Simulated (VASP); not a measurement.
# BaTiO3 (Cm) in VASP: notebook

BaTiO3 is run at these levels: LDA; tasks: single point.

Program: VASP 6.6.1. These are calculated values, not measurements. Logs are shortened: lines on timing, memory, paths and dates and some standing lists are left out, and cuts for length are marked.

### 1 The cell of the first run

The structure is monoclinic, space group Cm (No. 8). The conventional cell has a = 5.583 Å, b = 5.576 Å, c = 16.335 Å, α = 90.00°, β = 90.07°, γ = 90.00°. Within 3.6 Å of Ba (site symmetry m) lie 8 O at 2.74 to 2.84 Å and 4 Ti at 3.36 to 3.44 Å. Within 3.6 Å of Ba (site symmetry m) lie 12 O at 2.74 to 2.84 Å and 8 Ti at 3.36 to 3.48 Å. Within 3.6 Å of Ba (site symmetry m) lie 12 O at 2.74 to 2.84 Å and 8 Ti at 3.36 to 3.48 Å. Ti (site symmetry m) has 5 O at 1.89 to 2.06 Å within 2.5 Å. Within 2.5 Å of Ti (site symmetry m) lie 6 O at 1.89 to 2.06 Å. Within 2.5 Å of Ti (site symmetry m) lie 6 O at 1.89 to 2.06 Å. Within 2.5 Å of O (site symmetry 1) lie 2 Ti at 1.89 to 2.06 Å. O (site symmetry 1) has 2 Ti at 1.89 to 2.06 Å within 2.5 Å.

### 2 Single point, LDA (the distance across one plane changed)

File INCAR:

```
SYSTEM = BaTiO3
PREC = Accurate
ENCUT = 600
EDIFF = 1E-6
ISMEAR = 0
SIGMA = 0.05
LREAL = .FALSE.
LASPH = .TRUE.
NELM = 120
ALGO = Normal
ISIF = 2
LWAVE = .FALSE.
LCHARG = .FALSE.
GGA = CA
NBANDS = 73
GGA_COMPAT = .FALSE.
```

File KPOINTS:

```
regular mesh
0
G
  7 7 3
  0 0 0
```

File POSCAR:

```
BaTiO3
1.0
    2.7879170996     -1.6096046879     -2.2805008955
    0.0000000000      3.2192093758     -2.2805008955
   11.5476741225      6.6670527632      9.4364042136
Ba Ti O
3 3 9
Direct
    0.9985510636      0.9985510636      0.6652752158
    0.9992238812      0.9992238812      0.1822593375
    0.9988874724      0.9988874724      0.4237672767
    0.4905731474      0.4905731474      0.0636344953
    0.4902367386      0.4902367386      0.3051424344
    0.4899003299      0.4899003299      0.5466503736
    0.5088850102      0.0131429885      0.0592135223
    0.5085486014      0.0128065797      0.3007214614
    0.5082121927      0.0124701710      0.5422294006
    0.0131429885      0.5088850102      0.0592135223
    0.0128065797      0.5085486014      0.3007214614
    0.0124701710      0.5082121927      0.5422294006
    0.5087182382      0.5087182382      0.1789391563
    0.5083818295      0.5083818295      0.4204470954
    0.5080454207      0.5080454207      0.6619550346
```

Potentials or basis: VASP PAW LDA potentials, release 64 (Ba_sv, Ti_sv, O).

On the command line:

```
$ cat potpaw_LDA.64/Ba_sv/POTCAR potpaw_LDA.64/Ti_sv/POTCAR potpaw_LDA.64/O/POTCAR > POTCAR
$ mpirun -np 1 vasp_std > vasp.out
```

OUTCAR:

```text
SYSTEM = BaTiO3
   PREC = Accurate
   ENCUT = 600
   EDIFF = 1E-6
   ISMEAR = 0
   LREAL = .FALSE.
   LASPH = .TRUE.
   NELM = 120
   ISIF = 2
   GGA = CA

 ion  position               nearest neighbor table
   1  0.999  0.999  0.665-  15 2.74  12 2.79   9 2.79  15 2.79  15 2.79  12 2.84   9 2.84  15 2.84
                             6 3.36   6 3.40   6 3.40   6 3.44   3 3.95
   2  0.999  0.999  0.182-  11 2.74   8 2.74  13 2.74  10 2.79   7 2.79  11 2.79   8 2.79  13 2.79
                            13 2.79  10 2.84   7 2.84  13 2.84   4 3.36   4 3.40   4 3.40   5 3.40
   3  0.999  0.999  0.424-  14 2.74  12 2.74   9 2.74  14 2.79  14 2.79  12 2.79   9 2.79  11 2.79
                             8 2.79  14 2.84  11 2.84   8 2.84   5 3.36   6 3.40   5 3.40   5 3.40
   4  0.491  0.491  0.064-  13 1.89   7 1.89  10 1.89   7 2.06  10 2.06   2 3.36   2 3.40   2 3.40
                             2 3.44
   5  0.490  0.490  0.305-  14 1.89   8 1.89  11 1.89  13 2.06   8 2.06  11 2.06   3 3.36   2 3.40
                             3 3.40   3 3.40   2 3.44   2 3.44   3 3.44   2 3.48
   6  0.490  0.490  0.547-  15 1.89   9 1.89  12 1.89   9 2.06  12 2.06  14 2.06   1 3.36   1 3.40
                             1 3.40   3 3.40   1 3.44   3 3.44   3 3.44   3 3.48
   7  0.509  0.013  0.059-   4 1.89   4 2.06   2 2.79   2 2.84
   8  0.509  0.013  0.301-   5 1.89   5 2.06   2 2.74   2 2.79   3 2.79   3 2.84
   9  0.508  0.012  0.542-   6 1.89   6 2.06   3 2.74   1 2.79   3 2.79   1 2.84
  10  0.013  0.509  0.059-   4 1.89   4 2.06   2 2.79   2 2.84
  11  0.013  0.509  0.301-   5 1.89   5 2.06   2 2.74   2 2.79   3 2.79   3 2.84
  12  0.012  0.508  0.542-   6 1.89   6 2.06   3 2.74   1 2.79   3 2.79   1 2.84
  13  0.509  0.509  0.179-   4 1.89   5 2.06   2 2.74   2 2.79   2 2.79   2 2.84
  14  0.508  0.508  0.420-   5 1.89   6 2.06   3 2.74   3 2.79   3 2.79   3 2.84
  15  0.508  0.508  0.662-   6 1.89   1 2.74   1 2.79   1 2.79   1 2.84

  LATTYP: Found a base centered monoclinic cell.
 ALAT       =     5.5826558503
 B/A-ratio  =     0.9987780635
 C/A-ratio  =     2.9260917660
 COS(beta)  =    -0.0012520352

  Lattice vectors:

 A1 = (   2.7879170996,  -1.6096046879,  -2.2805008955)
 A2 = (   0.0000000000,   3.2192093758,  -2.2805008955)
 A3 = (  11.5476741225,   6.6670527632,   9.4364042136)

Analysis of symmetry for initial positions (statically):
=====================================================================
 Subroutine PRICEL returns:
 Original cell was already a primitive cell.

 Routine SETGRP: Setting up the symmetry group for a
 base centered monoclinic supercell.

 Subroutine GETGRP returns: Found  2 space group operations
 (whereof  2 operations were pure point group operations)
 out of a pool of  4 trial point group operations.

The static configuration has the point symmetry C_1h.

Analysis of symmetry for dynamics (positions and initial velocities):
=====================================================================
 Subroutine PRICEL returns:
 Original cell was already a primitive cell.

 Routine SETGRP: Setting up the symmetry group for a
 base centered monoclinic supercell.

 Subroutine GETGRP returns: Found  2 space group operations
 (whereof  2 operations were pure point group operations)
 out of a pool of  4 trial point group operations.

The dynamic configuration has the point symmetry C_1h.

 Subroutine INISYM returns: Found  2 space group operations
 (whereof  2 operations are pure point group operations),
 and found     1 'primitive' translations

----------------------------------------------------------------------------------------

                                     Primitive cell

  volume of cell :     254.2431

  direct lattice vectors                    reciprocal lattice vectors
     2.787917100 -1.609604688 -2.280500895     0.179285028 -0.103579926 -0.146215891
     0.000000000  3.219209376 -2.280500895    -0.000060333  0.207055352 -0.146215891
    11.547674123  6.667052763  9.436404214     0.043313329  0.025006962  0.035300423

  length of vectors
     3.945122728  3.945122728 16.335363316     0.253477828  0.253477828  0.061216929

  position of ions in fractional coordinates (direct lattice)
     0.998551064  0.998551064  0.665275216
     0.999223881  0.999223881  0.182259337
     0.998887472  0.998887472  0.423767277
     0.490573147  0.490573147  0.063634495
     0.490236739  0.490236739  0.305142434
     0.489900330  0.489900330  0.546650374
     0.508885010  0.013142989  0.059213522
     0.508548601  0.012806580  0.300721461
     0.508212193  0.012470171  0.542229401
     0.013142989  0.508885010  0.059213522
     0.012806580  0.508548601  0.300721461
     0.012470171  0.508212193  0.542229401
     0.508718238  0.508718238  0.178939156
     0.508381830  0.508381830  0.420447095
     0.508045421  0.508045421  0.661955035

  ion indices of the primitive-cell ions
   primitive index   ion index
                 1           1
                 2           2
                 3           3
                 4           4
                 5           5
                 6           6
                 7           7
                 8           8
                 9           9
                10          10
                11          11
                12          12
                13          13
                14          14
                15          15

----------------------------------------------------------------------------------------

 KPOINTS: regular mesh

Automatic generation of k-mesh.
 Grid dimensions read from file:
 generate k-points for:    7    7    3

 Generating k-lattice:

  Cartesian coordinates                     Fractional coordinates (reciprocal lattice)
     0.025612147 -0.014797132 -0.020887984     0.142857143 -0.000000000  0.000000000
    -0.000008619  0.029579336 -0.020887984    -0.000000000  0.142857143  0.000000000
     0.014437776  0.008335654  0.011766808     0.000000000 -0.000000000  0.333333333

  Length of vectors
     0.036211118  0.036211118  0.020405643

  Shift w.r.t. Gamma in fractional coordinates (k-lattice)
     0.000000000  0.000000000  0.000000000

 Subroutine IBZKPT returns following result:
 ===========================================

 Found     44 irreducible k-points:

 Following reciprocal coordinates:
            Coordinates               Weight
  0.000000  0.000000  0.000000      1.000000
  0.142857 -0.000000  0.000000      4.000000
  0.285714 -0.000000  0.000000      4.000000
  0.428571  0.000000  0.000000      4.000000
  0.142857  0.142857  0.000000      2.000000
  0.285714  0.142857  0.000000      4.000000
[... 16 lines left out ...]
 -0.142857  0.000000  0.333333      4.000000
  0.142857  0.142857  0.333333      2.000000
 [... further k-points ...]
   k-points           NKPTS =     44   k-points in BZ     NKDIM =     44   number of bands    NBANDS=     73
   number of dos      NEDOS =    301   number of ions     NIONS =     15
   total plane-waves  NPLWV = 143360
   dimension x,y,z NGX =    32 NGY =   32 NGZ =  140
   dimension x,y,z NGXF=    64 NGYF=   64 NGZF=  280
   ions per type =               3   3   9
   NGX,Y,Z   is equivalent  to a cutoff of  13.48, 13.48, 14.25 a.u.
   NGXF,Y,Z  is equivalent  to a cutoff of  26.97, 26.97, 28.50 a.u.
 SYSTEM =  BaTiO3
   PREC   = accura    normal or accurate (medium, high low for compatibility)
   ISTART =      0    job   : 0-new  1-cont  2-samecut
   ICHARG =      2    charge: 1-file 2-atom 10-const
   ISPIN  =      1    spin polarized calculation?
   LNONCOLLINEAR =      F non collinear calculations
   LSORBIT =      F    spin-orbit coupling
   LASPH  =      T    aspherical Exc in radial PAW
   ENCUT  =  600.0 eV  44.10 Ry    6.64 a.u.   7.88  7.88 32.63*2*pi/ulx,y,z
   NELM   =    120;   NELMIN=  2; NELMDL= -5     # of ELM steps
   EDIFF  = 0.1E-05   stopping-criterion for ELM
   LREAL  =      F    real-space projection
[... 7 lines left out ...]
   TEBEG  =    0.0;   TEEND  =   0.0 temperature during run
   PSTRESS=    0.0 pullay stress
   NELECT =     120.0000    total number of electrons
   NUPDOWN=      -1.0000    fix difference up-down
   EMIN   =  10.00;   EMAX   =-10.00  energy-range for DOS
   EFERMI =   0.00;   METHOD = LEGACY
   ISMEAR =     0;   SIGMA  =   0.05  broadening in eV -4-tet -1-fermi 0-gaus
   EFERMI_NEDOS =   21; number of points for ismear=-14 and -15
   IALGO  =     38    algorithm
   IMIX   =      4    mixing-type and parameters
     AMIX     =   0.40;   BMIX     =  1.00
     AMIX_MAG =   1.60;   BMIX_MAG =  1.00
  volume/ion in A,a.u.               =      16.95       114.38
  Fermi-wavevector in a.u.,A,eV,Ry     =   1.274634  2.408709 22.105277  1.624692
  Thomas-Fermi vector in A             =   2.407391
   LORBIT       =      0    0 simple, 1 ext, 2 COOP (PROOUT), +10 PAW based schemes
   GGA     = CA    functional components
   LHFCALC =     F    Hartree Fock is set to
   AEXX    =    0.0000 exact exchange contribution
   IVDW    =     0    specifies the selected vdW correction
   LEPSILON=     F    determine dielectric tensor
   LRPA    =     F    only Hartree local field effects (RPA)
 non-spin polarized calculation
 Gauss-broadening in eV      SIGMA  =   0.05
  energy-cutoff  :      600.00
  volume of cell :      254.24
 maximum number of plane-waves:      8519
   NGX = 15   NGY = 15   NGZ = 65

 number of electron     120.0000030 magnetization

 Free energy of the ion-electron system (eV)
  ---------------------------------------------------
  ext. energy  EPLUGINS =         0.00000000
  ---------------------------------------------------
  free energy    TOTEN  =      -130.08001677 eV

  energy without entropy =     -130.07991787  energy(sigma->0) =     -130.07996732

 E-fermi :   3.0397     XC(G=0):  -9.4881

 val. band max:        2.9427403452   @ k =  -0.4286   0.4286   0.0000
 cond. band min:       3.1193288546   @ k =  -0.0000   0.0000   0.3333
 fundamental gap:      0.1765885094
 Fermi energy:         3.0396867556

 k-point     1 :       0.0000    0.0000    0.0000
  band No.  band energies     occupation
      1     -54.5182      2.00000
      2     -53.9892      2.00000
      3     -53.3458      2.00000
      4     -31.2144      2.00000
      5     -31.2074      2.00000
      6     -31.1717      2.00000
[... 64 lines left out ...]
     71       5.3313      0.00000
     72       5.5081      0.00000

 k-point     2 :       0.1429   -0.0000    0.0000
  band No.  band energies     occupation
      1     -54.5179      2.00000
      2     -53.9890      2.00000
      3     -53.3455      2.00000
      4     -31.2248      2.00000
      5     -31.2095      2.00000
      6     -31.1709      2.00000
[... 64 lines left out ...]
     71       5.3780      0.00000
     72       5.8340      0.00000

 k-point     3 :       0.2857   -0.0000    0.0000
  band No.  band energies     occupation
      1     -54.5173      2.00000
      2     -53.9884      2.00000
      3     -53.3450      2.00000
      4     -31.2533      2.00000
      5     -31.2088      2.00000
      6     -31.1691      2.00000
[... 1564 lines left out ...]
     71       5.3774      0.00000
     72       5.8205      0.00000

 k-point    24 :       0.1429    0.1429    0.3333
  band No.  band energies     occupation
      1     -54.5176      2.00000
      2     -53.9887      2.00000
      3     -53.3453      2.00000
      4     -31.2265      2.00000
      5     -31.2201      2.00000
      6     -31.1701      2.00000
[... 64 lines left out ...]
     71       5.6493      0.00000
     72       6.1169      0.00000

 [... further k-points ...]

 [bands above 72 left out]

------------------------ aborting loop because EDIFF is reached ----------------------------------------

  FORCE on cell =-STRESS in cart. coord.  units (eV):
  Direction    XX          YY          ZZ          XY          YZ          ZX
  --------------------------------------------------------------------------------------
  -------------------------------------------------------------------------------------
  Total       -2.7610893     -3.3129928     -2.7119445      0.4779624      0.5120690      0.8869295
  in kB      -17.3997044    -20.8776639    -17.0900061      3.0120012      3.2269328      5.5892110
  external PRESSURE =     -18.4557915 kB  Pullay stress =       0.0000000 kB

 VOLUME and BASIS-vectors are now :
 -----------------------------------------------------------------------------
  energy-cutoff  :      600.00
  volume of cell :      254.24
      direct lattice vectors                 reciprocal lattice vectors
     2.787917100 -1.609604688 -2.280500895     0.179285028 -0.103579926 -0.146215891
     0.000000000  3.219209376 -2.280500895    -0.000060333  0.207055352 -0.146215891
    11.547674123  6.667052763  9.436404214     0.043313329  0.025006962  0.035300423

 POSITION                                       TOTAL-FORCE (eV/Angst)
 -----------------------------------------------------------------------------------
     10.46626      6.04270      1.72341        -0.301917     -0.174312     -0.215350
      4.89042      2.82349     -2.83759        -0.823417     -0.475400     -0.713588
      7.67834      4.43309     -0.55709        -0.404820     -0.233723     -0.359607
      2.10251      1.21388     -1.63702         0.940113      0.542774      1.054764
      4.89042      2.82349      0.64348        -0.665002     -0.383939     -0.584448
      7.67834      4.43309      2.92398         0.003897      0.002250     -0.265443
      2.10251     -0.38201     -0.63172        -0.197681      0.010744     -0.330126
      4.89042      1.22759      1.64878         0.267566      0.131448      0.252107
      7.67834      2.83720      3.92928         0.361510      0.055428      0.385486
      0.72042      2.01183     -0.63172        -0.089536     -0.176569     -0.330126
      3.50834      3.62144      1.64878         0.247620      0.165995      0.252107
      6.29625      5.23104      3.92928         0.228757      0.285362      0.385486
      3.48460      2.01183     -0.63172        -0.029102     -0.016802      0.130617
      6.27251      3.62144      1.64878         0.473374      0.273303      0.388375
      9.06043      5.23104      3.92928        -0.011362     -0.006560     -0.050252
 -----------------------------------------------------------------------------------
    total drift:                                0.001866      0.001077      0.003233

  FREE ENERGIE OF THE ION-ELECTRON SYSTEM (eV)
  ---------------------------------------------------
  free  energy   TOTEN  =      -130.0800167683 eV

  energy  without entropy=     -130.0799178664  energy(sigma->0) =     -130.07996732
```

Run time: 17 min. Hardware: 1 thread of Intel Xeon 6975P-C (Granite Rapids), shared host; peak memory 0.83 GiB.

Results:

- Free energy: -130.0800 eV
- Pressure: -1.8 GPa
- Largest force: 1.514 eV/Å
- Band gap on the k mesh: 0.18 eV (least direct gap 0.90 eV)

Forces in eV/Å, atoms in the order of the input:
```
Ba  -0.302 -0.174 -0.215
Ba  -0.823 -0.475 -0.714
Ba  -0.405 -0.234 -0.360
Ti   0.940  0.543  1.055
Ti  -0.665 -0.384 -0.584
Ti   0.004  0.002 -0.265
O   -0.198  0.011 -0.330
O    0.268  0.131  0.252
O    0.362  0.055  0.385
O   -0.090 -0.177 -0.330
O    0.248  0.166  0.252
O    0.229  0.285  0.385
O   -0.029 -0.017  0.131
O    0.473  0.273  0.388
O   -0.011 -0.007 -0.050
```

Stress tensor (GPa, compression positive):
```
-1.74  0.30  0.56
 0.30 -2.09  0.32
 0.56  0.32 -1.71
```

Levels at points of the mesh, in eV from the valence-band top:
```csv
k point,band 58,band 59,band 60,band 61,band 62,band 63
"(0.00, 0.00, 0.00)",-1.54,-0.85,-0.72,0.18,0.75,0.79
```

Caveat: the cell differs from its parent crystal (the distance across one plane changed); semilocal functionals underestimate gaps, and a narrow one can read as zero; spin-orbit coupling is left out, which moves the levels of the heavy elements; forces of over 1 eV/Å act on the atoms, so gaps and moduli don't describe the material at rest.

(Part 1 of 2 ends here.)
